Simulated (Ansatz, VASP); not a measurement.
# Two plane-wave programs on BN

The input POSCAR:

```
BN
1.0
    2.5246509505      0.0000000000      0.0000000000
   -1.2549673680      2.1906435874      0.0000000000
   -0.6348417913     -1.0953217937      3.0425574046
N B
1 1
Direct
    0.6685060000      0.3323850000      0.9849990000
    0.9796430000      0.9834990000      0.0018060000
```

The input INCAR.step1:

```
SYSTEM = BN
  PREC = Accurate
  ENCUT = 520
  EDIFF = 1E-5
  ISMEAR = -1
  SIGMA = 0.05
  LREAL = .False.
  LASPH = .True.
  NELM = 60
  ALGO = Normal
  ISIF = 2
  LWAVE = .True.
  LCHARG = .False.
  NBANDS = 11
  GGA = PE
```

The input INCAR.step2:

```
SYSTEM = BN
  PREC = Accurate
  ENCUT = 520
  EDIFF = 1E-6
  ISMEAR = -1
  SIGMA = 0.05
  LREAL = .False.
  LASPH = .True.
  NELM = 60
  ALGO = Normal
  ISIF = 2
  LWAVE = .False.
  LCHARG = .False.
  GGA = PE
  LHFCALC = .True.
  AEXX = 0.25
  PRECFOCK = Normal
  NBANDS = 11
  ISTART = 1
```

Contents of KPOINTS:

```
regular mesh
0
Gamma
  6 6 4
  0 0 0
```

Contents of input.yaml:

```yaml
crystal:
  lattice:
    - [2.5246509505, 0.0, 0.0]
    - [-1.254967368, 2.1906435874, 0.0]
    - [-0.6348417913, -1.0953217937, 3.0425574046]
  atoms:
    - { symbol: "N", position: [0.668506, 0.332385, 0.984999] }
    - { symbol: B, position: [0.979643, 0.983499, 0.001806] }
hamiltonian:
  xc: pbe0
  pseudopotentials: { kind: paw }
kpoints:
  mp_grid: { grid: [6, 6, 4] }
scf:
  occupations: { method: fermi_dirac, width: 0.05 }
output:
  forces: true
  stress: true
  eigenvalues: true
```

Alike in both runs: task single point; functional PBE0; k mesh 6 × 6 × 4; occupations fermi-dirac, width 0.05 eV; no spin polarisation.

|  | VASP | Ansatz |
| --- | --- | --- |
| version | VASP 6.6.1 | Ansatz 0.2.0 |
| potentials or method | VASP PAW PBE potentials, release 64 (N, B) | Ansatz PAW |
| plane-wave cutoff (eV) | 520 | 420 |
| valence electrons in the cell | 8 | 8 |

|  | VASP | Ansatz | Ansatz less VASP |
| --- | --- | --- | --- |
| gap on the k mesh at the Fermi level (eV) | 4.94 | 4.92 | -0.018 |
| least direct gap on the mesh (eV) | 6.62 | 6.60 | -0.021 |
| pressure (GPa) | -5.8 | -5.9 | -0.11 |
| traceless stress, the component that is largest in VASP (GPa) | 12.32 | 12.78 | +0.457 |
| rms of the force components (eV/Å) | 1.554 | 1.554 | +0.0001 |

Atom by atom the forces differ by 0.001 eV/Å (rms over components). With one functional, cell and mesh, what is left measures potentials, basis and numerics.

The k mesh is coarse, so the values compare programs but aren't converged.
